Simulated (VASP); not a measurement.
Write the native input for VASP 6.6.1 that does the following.

```
Task                   : single point
Functional             : PBE
Potentials or basis    : VASP PAW PBE potentials, release 64 (Cd, Se)
Cutoff                 : 520 eV
k mesh                 : 6 × 6 × 6
Occupations            : gaussian, width 0.01 eV
Spin                   : no spin polarisation
Dipole correction      : no
Further INCAR settings : ALGO = Normal; EDIFF = 1e-07; NBANDS = 16; ISYM = 0
```

The structure of CdSe lies in POSCAR:

```
CdSe
1.0
    0.0000000000      3.0678017004      3.0678017004
    3.0678017004      0.0000000000      3.0678017004
    3.0678017004      3.0678017004      0.0000000000
Cd Se
1 1
Direct
    0.0000000000      0.0000000000      0.0000000000
    0.7500000000      0.7500000000      0.7500000000
```

One way to write it, as run:

INCAR

```
SYSTEM = CdSe
PREC     = Accurate       ! precision mode
ENCUT    = 520            ! plane-wave cutoff, eV
EDIFF    = 1E-7           ! SCF threshold, eV
ISMEAR   = 0              ! smearing method
SIGMA    = 0.01           ! smearing width, eV
LREAL    = .FALSE.        ! projectors in reciprocal space
LASPH    = .TRUE.         ! aspherical terms in the spheres
NELM     = 100            ! most SCF steps
ALGO     = Normal         ! electronic algorithm
ISIF     = 2              ! what is computed and relaxed
LWAVE    = .FALSE.        ! write WAVECAR
LCHARG   = .FALSE.        ! write CHGCAR
GGA      = PE             ! functional
ISYM     = 0            
NBANDS   = 16             ! bands
```

KPOINTS

```
Automatic mesh
0
G
  6 6 6
  0 0 0
```

Potentials or basis: VASP PAW PBE potentials, release 64 (Cd, Se).

Command:

```sh
$ cat potpaw_PBE.64/Cd/POTCAR potpaw_PBE.64/Se/POTCAR > POTCAR
$ mpirun -np 1 vasp_std > vasp.out
```

Results of the run:

```yaml
Pressure: 1.7 GPa
Band_gap_on_the_k_mesh: 0.55 eV, direct
```

Run time: 49 s on 1 thread of Intel(R) Xeon(R) Platinum 8488C (Sapphire Rapids), on a shared host, peak memory 0.25 GiB.
